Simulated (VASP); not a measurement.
# Au in VASP: a series of runs

Au is run at these levels: PBE; tasks: relaxation of cell and atoms, single point.

Program: VASP 6.6.1. These are calculated values, not measurements. Logs are shortened: lines on timing, memory, paths and dates and some standing lists are left out, and cuts for length are marked.

### Step 1. The cell of the first run

It takes space group Fm-3m (No. 225, cubic). Conventional cell: a = 4.197 Å, b = 4.197 Å, c = 4.197 Å, α = 90.00°, β = 90.00°, γ = 90.00°. Within 3.9 Å of Au (site symmetry m-3m) lie 12 Au at 2.97 Å.

### Step 2. Relaxation of cell and atoms, PBE, target pressure -3 GPa, at which the enthalpy is minimised

The input, INCAR:

```
ALGO = Normal
EDIFF = 1E-6
EDIFFG = -0.008
ENCUT = 600
GGA = PE
IBRION = 2
ISIF = 3
ISMEAR = 0
LASPH = True
LCHARG = False
LREAL = False
LWAVE = False
NELM = 100
NSW = 70
PREC = Accurate
PSTRESS = -30.0
SIGMA = 0.1
```

The input, KPOINTS:

```
k-points
0
Gamma
  18 18 18
```

The input, POSCAR:

```
Au
1.0
    0.0000000000      2.0986716933      2.0986716933
    2.0986716933      0.0000000000      2.0986716933
    2.0986716933      2.0986716933      0.0000000000
Au
1
Direct
    0.0000000000      0.0000000000      0.0000000000
```

Potentials or basis: VASP PAW PBE potentials, release 64 (Au).

Command:

```sh
cat potpaw_PBE.64/Au/POTCAR > POTCAR
mpirun -np 1 vasp_std > vasp.out
```

OUTCAR:

```text
EDIFF = 1E-6
   EDIFFG = -0.008
   ENCUT = 600
   GGA = PE
   IBRION = 2
   ISIF = 3
   ISMEAR = 0
   LASPH = True
   LREAL = False
   NELM = 100
   NSW = 70
   PREC = Accurate
   PSTRESS = -30.0

 ion  position               nearest neighbor table
   1  0.000  0.000  0.000-

  LATTYP: Found a face centered cubic cell.
 ALAT       =     4.1973433866

  Lattice vectors:

 A1 = (   0.0000000000,   2.0986716933,   2.0986716933)
 A2 = (   2.0986716933,   0.0000000000,   2.0986716933)
 A3 = (   2.0986716933,   2.0986716933,   0.0000000000)

Analysis of symmetry for initial positions (statically):
=====================================================================
 Subroutine PRICEL returns:
 Original cell was already a primitive cell.

 Routine SETGRP: Setting up the symmetry group for a
 face centered cubic supercell.

 Subroutine GETGRP returns: Found 48 space group operations
 (whereof 48 operations were pure point group operations)
 out of a pool of 48 trial point group operations.

The static configuration has the point symmetry O_h .

Analysis of symmetry for dynamics (positions and initial velocities):
=====================================================================
 Subroutine PRICEL returns:
 Original cell was already a primitive cell.

 Routine SETGRP: Setting up the symmetry group for a
 face centered cubic supercell.

 Subroutine GETGRP returns: Found 48 space group operations
 (whereof 48 operations were pure point group operations)
 out of a pool of 48 trial point group operations.

The dynamic configuration has the point symmetry O_h .

 Subroutine INISYM returns: Found 48 space group operations
 (whereof 48 operations are pure point group operations),
 and found     1 'primitive' translations

----------------------------------------------------------------------------------------

                                     Primitive cell

  volume of cell :      18.4869

  direct lattice vectors                    reciprocal lattice vectors
     0.000000000  2.098671693  2.098671693    -0.238245935  0.238245935  0.238245935
     2.098671693  0.000000000  2.098671693     0.238245935 -0.238245935  0.238245935
     2.098671693  2.098671693  0.000000000     0.238245935  0.238245935 -0.238245935

  length of vectors
     2.967969972  2.967969972  2.967969972     0.412654064  0.412654064  0.412654064

  position of ions in fractional coordinates (direct lattice)
     0.000000000  0.000000000  0.000000000

  ion indices of the primitive-cell ions
   primitive index   ion index
                 1           1

----------------------------------------------------------------------------------------

 KPOINTS: k-points

Automatic generation of k-mesh.
 Grid dimensions read from file:
 generate k-points for:   18   18   18

 Generating k-lattice:

  Cartesian coordinates                     Fractional coordinates (reciprocal lattice)
    -0.013235885  0.013235885  0.013235885     0.055555556  0.000000000  0.000000000
     0.013235885 -0.013235885  0.013235885     0.000000000  0.055555556  0.000000000
     0.013235885  0.013235885 -0.013235885     0.000000000  0.000000000  0.055555556

  Length of vectors
     0.022925226  0.022925226  0.022925226

  Shift w.r.t. Gamma in fractional coordinates (k-lattice)
     0.000000000  0.000000000  0.000000000

 Subroutine IBZKPT returns following result:
 ===========================================

 Found    195 irreducible k-points:

 Following reciprocal coordinates:
            Coordinates               Weight
  0.000000  0.000000  0.000000      1.000000
  0.055556  0.000000  0.000000      8.000000
  0.111111  0.000000  0.000000      8.000000
  0.166667  0.000000  0.000000      8.000000
  0.222222  0.000000  0.000000      8.000000
  0.277778  0.000000  0.000000      8.000000
[... 16 lines left out ...]
 -0.277778  0.055556  0.000000     24.000000
 -0.222222  0.055556  0.000000     24.000000
 [... further k-points ...]
   k-points           NKPTS =    195   k-points in BZ     NKDIM =    195   number of bands    NBANDS=      9
   number of dos      NEDOS =    301   number of ions     NIONS =      1
   total plane-waves  NPLWV =  13824
   dimension x,y,z NGX =    24 NGY =   24 NGZ =   24
   dimension x,y,z NGXF=    48 NGYF=   48 NGZF=   48
   ions per type =               1
   NGX,Y,Z   is equivalent  to a cutoff of  13.44, 13.44, 13.44 a.u.
   NGXF,Y,Z  is equivalent  to a cutoff of  26.89, 26.89, 26.89 a.u.
 SYSTEM =  unknown system
   PREC   = accura    normal or accurate (medium, high low for compatibility)
   ISTART =      0    job   : 0-new  1-cont  2-samecut
   ICHARG =      2    charge: 1-file 2-atom 10-const
   ISPIN  =      1    spin polarized calculation?
   LNONCOLLINEAR =      F non collinear calculations
   LSORBIT =      F    spin-orbit coupling
   LASPH  =      T    aspherical Exc in radial PAW
   ENCUT  =  600.0 eV  44.10 Ry    6.64 a.u.   5.93  5.93  5.93*2*pi/ulx,y,z
   NELM   =    100;   NELMIN=  2; NELMDL= -5     # of ELM steps
   EDIFF  = 0.1E-05   stopping-criterion for ELM
   LREAL  =      F    real-space projection
   EDIFFG = -.8E-02   stopping-criterion for IOM
   NSW    =     70    number of steps for IOM
   IBRION =      2    ionic relax: 0-MD 1-quasi-New 2-CG
   NFREE  =      1    steps in history (QN), initial steepest desc. (CG)
   ISIF   =      3    stress and relaxation
   ISYM   =      2    0-nonsym 1-usesym 2-fastsym
   POTIM  = 0.5000    time-step for ionic-motion
   TEBEG  =    0.0;   TEEND  =   0.0 temperature during run
   PSTRESS=  -30.0 pullay stress
   NELECT =      11.0000    total number of electrons
   NUPDOWN=      -1.0000    fix difference up-down
   EMIN   =  10.00;   EMAX   =-10.00  energy-range for DOS
   EFERMI =   0.00;   METHOD = LEGACY
   ISMEAR =     0;   SIGMA  =   0.10  broadening in eV -4-tet -1-fermi 0-gaus
   EFERMI_NEDOS =   21; number of points for ismear=-14 and -15
   IALGO  =     38    algorithm
   IMIX   =      4    mixing-type and parameters
     AMIX     =   0.40;   BMIX     =  1.00
     AMIX_MAG =   1.60;   BMIX_MAG =  1.00
  volume/ion in A,a.u.               =      18.49       124.76
  Fermi-wavevector in a.u.,A,eV,Ry     =   1.376949  2.602057 25.796494  1.895989
  Thomas-Fermi vector in A             =   2.502147
   LORBIT       =      0    0 simple, 1 ext, 2 COOP (PROOUT), +10 PAW based schemes
   GGA     = PE    functional components
   LHFCALC =     F    Hartree Fock is set to
   AEXX    =    0.0000 exact exchange contribution
   IVDW    =     0    specifies the selected vdW correction
   LEPSILON=     F    determine dielectric tensor
   LRPA    =     F    only Hartree local field effects (RPA)
 conjugate gradient relaxation of ions
 non-spin polarized calculation
 Gauss-broadening in eV      SIGMA  =   0.10
  energy-cutoff  :      600.00
  volume of cell :       18.49
 maximum number of plane-waves:       636
   NGX = 11   NGY = 11   NGZ = 11

--------------------------------------- Ionic step        1  -------------------------------------------

 number of electron      10.9999999 magnetization

 Free energy of the ion-electron system (eV)
  ---------------------------------------------------
  ext. energy  EPLUGINS =         0.00000000
  ---------------------------------------------------
  free energy    TOTEN  =        -3.21574839 eV

  energy without entropy =       -3.21451017  energy(sigma->0) =       -3.21512928

------------------------ aborting loop because EDIFF is reached ----------------------------------------

  FORCE on cell =-STRESS in cart. coord.  units (eV):
  Direction    XX          YY          ZZ          XY          YZ          ZX
  --------------------------------------------------------------------------------------
  -------------------------------------------------------------------------------------
  Total       -0.4396846     -0.4396846     -0.4396846      0.0000000      0.0000000      0.0000000
  in kB      -38.1055543    -38.1055543    -38.1055543      0.0000000      0.0000000      0.0000000
  external PRESSURE =      -8.1055543 kB  Pullay stress =     -30.0000000 kB
[... 59 lines left out ...]
  enthalpy is  TOTEN    =        -3.5618936453 eV   P V=       -0.3414933892

--------------------------------------- Ionic step        3  -------------------------------------------

 number of electron      11.0000000 magnetization

 Free energy of the ion-electron system (eV)
  ---------------------------------------------------
  ext. energy  EPLUGINS =         0.00000000
  ---------------------------------------------------
  free energy    TOTEN  =        -3.21840057 eV

  energy without entropy =       -3.21716079  energy(sigma->0) =       -3.21778068

 E-fermi :   8.2212     XC(G=0): -12.2736

 val. band max:        8.1999197143   @ k =   0.5000   0.2778   0.1111
 cond. band min:       8.2601923930   @ k =   0.5000   0.1667   0.0556
 fundamental gap:      0.0602726787
 Fermi energy:         8.2212156431

 k-point     1 :       0.0000    0.0000    0.0000
  band No.  band energies     occupation
      1      -0.8131      2.00000
      2       3.9671      2.00000
      3       3.9671      2.00000
      4       3.9671      2.00000
      5       5.2936      2.00000
      6       5.2936      2.00000
      7      22.8760      0.00000
      8      26.4454      0.00000
      9      26.4454      0.00000
[... 265 lines left out ...]
 k-point    24 :      -0.2222    0.0556    0.0000
  band No.  band energies     occupation
      1       0.8783      2.00000
      2       3.7516      2.00000
      3       4.2415      2.00000
      4       4.2717      2.00000
      5       5.2199      2.00000
      6       5.6413      2.00000
      7      19.3692      0.00000
      8      23.7140      0.00000
      9      26.0894      0.00000

 [... further k-points ...]
[... 5 lines left out ...]
  --------------------------------------------------------------------------------------
  -------------------------------------------------------------------------------------
  Total       -0.3420773     -0.3420773     -0.3420773     -0.0000000      0.0000000     -0.0000000
  in kB      -29.8474477    -29.8474477    -29.8474477     -0.0000000      0.0000000     -0.0000000
  external PRESSURE =       0.1525523 kB  Pullay stress =     -30.0000000 kB
[... 16 lines left out ...]
  FREE ENERGIE OF THE ION-ELECTRON SYSTEM (eV)
  ---------------------------------------------------
  free  energy   TOTEN  =        -3.2184005743 eV

  energy  without entropy=       -3.2171607913  energy(sigma->0) =       -3.21778068

  enthalpy is  TOTEN    =        -3.5622262849 eV   P V=       -0.3438257105

 reached required accuracy - stopping structural energy minimisation
```

Run time: 69 s. Hardware: 1 thread of AMD EPYC 7R13, shared host; peak memory 0.18 GiB.

Results:

```
Free energy                                            : -3.2184 eV
Relaxed volume                                         : 18.36 Å³/atom
Relaxed cell                                           : a = 2.961 Å, b = 2.961 Å, c = 2.961 Å, α = 60.00°, β = 60.00°, γ = 60.00°
Space group after relaxing (to 0.05 Å)                 : Fm-3m (No. 225)
Energy change on relaxing (the enthalpy is what falls) : -2.7 meV/atom
Ionic steps                                            : 3
Pressure after relaxing                                : -3.0 GPa
```

Step by step:
| step | energy change (eV) | largest force (eV/Å) | pressure (GPa) | volume (Å³) |
| --- | --- | --- | --- | --- |
| 1 | 0.0000 | 0.0000 | -3.81 | 18.49 |
| 2 | -0.0047 | 0.0000 | -2.14 | 18.24 |
| 3 | -0.0027 | 0.0000 | -2.98 | 18.36 |

Final structure:
```yaml
crystal:
  lattice:
    - [0.00000, 2.09395, 2.09395]
    - [2.09395, 0.00000, 2.09395]
    - [2.09395, 2.09395, 0.00000]
  atoms:
    - { symbol: Au, position: [0.00000, 0.00000, 0.00000] }
```

Caveat: the cell is relaxed towards a set pressure, so the enthalpy falls and the energy may rise; spin-orbit coupling is left out, which moves the levels of the heavy elements.

### Step 3. Single point, PBE

This run uses another cell than the first one, of 17.97 Å³/atom, 0.972 times its volume.

The input, INCAR:

```
ALGO = Normal
EDIFF = 1E-6
ENCUT = 520
GGA = PE
ISIF = 2
ISMEAR = 0
LASPH = True
LCHARG = False
LREAL = False
LWAVE = False
NBANDS = 12
NELM = 100
PREC = Accurate
SIGMA = 0.1
```

KPOINTS is that of step 2.

The input, POSCAR:

```
Au
1.0
    0.0000000000      2.0789480788      2.0789480788
    2.0789480788      0.0000000000      2.0789480788
    2.0789480788      2.0789480788      0.0000000000
Au
1
Direct
    0.0000000000      0.0000000000      0.0000000000
```

Potentials or basis: VASP PAW PBE potentials, release 64 (Au).

Command:

```sh
cat potpaw_PBE.64/Au/POTCAR > POTCAR
mpirun -np 1 vasp_std > vasp.out
```

OUTCAR:

```text
EDIFF = 1E-6
   ENCUT = 520
   GGA = PE
   ISIF = 2
   ISMEAR = 0
   LASPH = True
   LREAL = False
   NELM = 100
   PREC = Accurate

 ion  position               nearest neighbor table
   1  0.000  0.000  0.000-

  LATTYP: Found a face centered cubic cell.
 ALAT       =     4.1578961576

  Lattice vectors:

 A1 = (   0.0000000000,   2.0789480788,   2.0789480788)
 A2 = (   2.0789480788,   0.0000000000,   2.0789480788)
 A3 = (   2.0789480788,   2.0789480788,   0.0000000000)

Analysis of symmetry for initial positions (statically):
=====================================================================
 Subroutine PRICEL returns:
 Original cell was already a primitive cell.

 Routine SETGRP: Setting up the symmetry group for a
 face centered cubic supercell.

 Subroutine GETGRP returns: Found 48 space group operations
 (whereof 48 operations were pure point group operations)
 out of a pool of 48 trial point group operations.

The static configuration has the point symmetry O_h .

Analysis of symmetry for dynamics (positions and initial velocities):
=====================================================================
 Subroutine PRICEL returns:
 Original cell was already a primitive cell.

 Routine SETGRP: Setting up the symmetry group for a
 face centered cubic supercell.

 Subroutine GETGRP returns: Found 48 space group operations
 (whereof 48 operations were pure point group operations)
 out of a pool of 48 trial point group operations.

The dynamic configuration has the point symmetry O_h .

 Subroutine INISYM returns: Found 48 space group operations
 (whereof 48 operations are pure point group operations),
 and found     1 'primitive' translations

----------------------------------------------------------------------------------------

                                     Primitive cell

  volume of cell :      17.9705

[... 108 lines left out ...]
  Fermi-wavevector in a.u.,A,eV,Ry     =   1.390013  2.626743 26.288295  1.932135
  Thomas-Fermi vector in A             =   2.513988
   LORBIT       =      0    0 simple, 1 ext, 2 COOP (PROOUT), +10 PAW based schemes
   GGA     = PE    functional components
   LHFCALC =     F    Hartree Fock is set to
   AEXX    =    0.0000 exact exchange contribution
   IVDW    =     0    specifies the selected vdW correction
   LEPSILON=     F    determine dielectric tensor
   LRPA    =     F    only Hartree local field effects (RPA)
 non-spin polarized calculation
 Gauss-broadening in eV      SIGMA  =   0.10
  energy-cutoff  :      520.00
  volume of cell :       17.97
 maximum number of plane-waves:       531
 NGX is ok and might be reduce to    24
   NGX = 11   NGY = 11   NGZ = 11

 number of electron      11.0000001 magnetization

 Free energy of the ion-electron system (eV)
  ---------------------------------------------------
  ext. energy  EPLUGINS =         0.00000000
  ---------------------------------------------------
  free energy    TOTEN  =        -3.22236570 eV

  energy without entropy =       -3.22109913  energy(sigma->0) =       -3.22173242

 E-fermi :   8.5663     XC(G=0): -12.4007

 val. band max:        8.5509741225   @ k =   0.5000   0.2778   0.1111
 cond. band min:       8.5951798012   @ k =   0.5000   0.1667   0.0556
 fundamental gap:      0.0442056787
 Fermi energy:         8.5662586694

 k-point     1 :       0.0000    0.0000    0.0000
  band No.  band energies     occupation
      1      -0.6930      2.00000
      2       4.1970      2.00000
      3       4.1970      2.00000
      4       4.1970      2.00000
      5       5.5756      2.00000
      6       5.5756      2.00000
      7      23.1956      0.00000
      8      26.8894      0.00000
      9      26.8894      0.00000
     10      26.8894      0.00000
     11      31.6284      0.00000
     12      35.7094      0.00000
[... 331 lines left out ...]
 k-point    24 :      -0.2222    0.0556    0.0000
  band No.  band energies     occupation
      1       1.0280      2.00000
      2       3.9679      2.00000
      3       4.4800      2.00000
      4       4.5122      2.00000
      5       5.4965      2.00000
      6       5.9347      2.00000
      7      19.8485      0.00000
      8      24.1059      0.00000
      9      26.6335      0.00000
     10      29.0704      0.00000
     11      29.3887      0.00000
     12      30.9426      0.00000

 [... further k-points ...]
[... 5 lines left out ...]
  --------------------------------------------------------------------------------------
  -------------------------------------------------------------------------------------
  Total       -0.0271123     -0.0271123     -0.0271123     -0.0000000      0.0000000      0.0000000
  in kB       -2.4172217     -2.4172217     -2.4172217     -0.0000000      0.0000000      0.0000000
  external PRESSURE =      -2.4172217 kB  Pullay stress =       0.0000000 kB

 VOLUME and BASIS-vectors are now :
 -----------------------------------------------------------------------------
  energy-cutoff  :      520.00
  volume of cell :       17.97
      direct lattice vectors                 reciprocal lattice vectors
     0.000000000  2.078948079  2.078948079    -0.240506247  0.240506247  0.240506247
     2.078948079  0.000000000  2.078948079     0.240506247 -0.240506247  0.240506247
     2.078948079  2.078948079  0.000000000     0.240506247  0.240506247 -0.240506247

 POSITION                                       TOTAL-FORCE (eV/Angst)
 -----------------------------------------------------------------------------------
      0.00000      0.00000      0.00000        -0.000000      0.000000     -0.000000
 -----------------------------------------------------------------------------------
    total drift:                               -0.000000      0.000000      0.000000

  FREE ENERGIE OF THE ION-ELECTRON SYSTEM (eV)
  ---------------------------------------------------
  free  energy   TOTEN  =        -3.2223657041 eV

  energy  without entropy=       -3.2210991297  energy(sigma->0) =       -3.22173242
```

OSZICAR:

```text
N       E                     dE             d eps       ncg     rms          rms(c)
DAV:   1     0.502412261082E+02    0.50241E+02   -0.55664E+03  4832   0.813E+02
DAV:   2    -0.273211804607E+01   -0.52973E+02   -0.49973E+02  5504   0.186E+02
DAV:   3    -0.348130031059E+01   -0.74918E+00   -0.74846E+00  5560   0.212E+01
DAV:   4    -0.348395202970E+01   -0.26517E-02   -0.26516E-02  5672   0.147E+00
DAV:   5    -0.348397280673E+01   -0.20777E-04   -0.20778E-04  5736   0.123E-01    0.796E+00
DAV:   6    -0.323970389448E+01    0.24427E+00   -0.69185E-01  5092   0.664E+00    0.519E+00
DAV:   7    -0.322419474771E+01    0.15509E-01   -0.53915E-02  5608   0.188E+00    0.262E+00
DAV:   8    -0.322237157355E+01    0.18232E-02   -0.10977E-03  5160   0.276E-01    0.233E-01
DAV:   9    -0.322235975095E+01    0.11823E-04   -0.76194E-06  5752   0.231E-02    0.221E-02
DAV:  10    -0.322236577783E+01   -0.60269E-05   -0.33191E-06  5472   0.179E-02    0.236E-03
DAV:  11    -0.322236570411E+01    0.73719E-07   -0.71372E-08  2996   0.207E-03
   1 F= -.32223657E+01 E0= -.32217324E+01  d E =-.126657E-02
```

Wall time 17 s (1 thread of Intel Xeon Platinum 8375C at 2.90GHz (Ice Lake), shared host); peak memory 0.17 GiB.

Results:

```yaml
Free_energy: -3.2224 eV
Pressure: -0.2 GPa
```

Caveat: spin-orbit coupling is left out, which moves the levels of the heavy elements.

(Continued in part 2 of 2.)
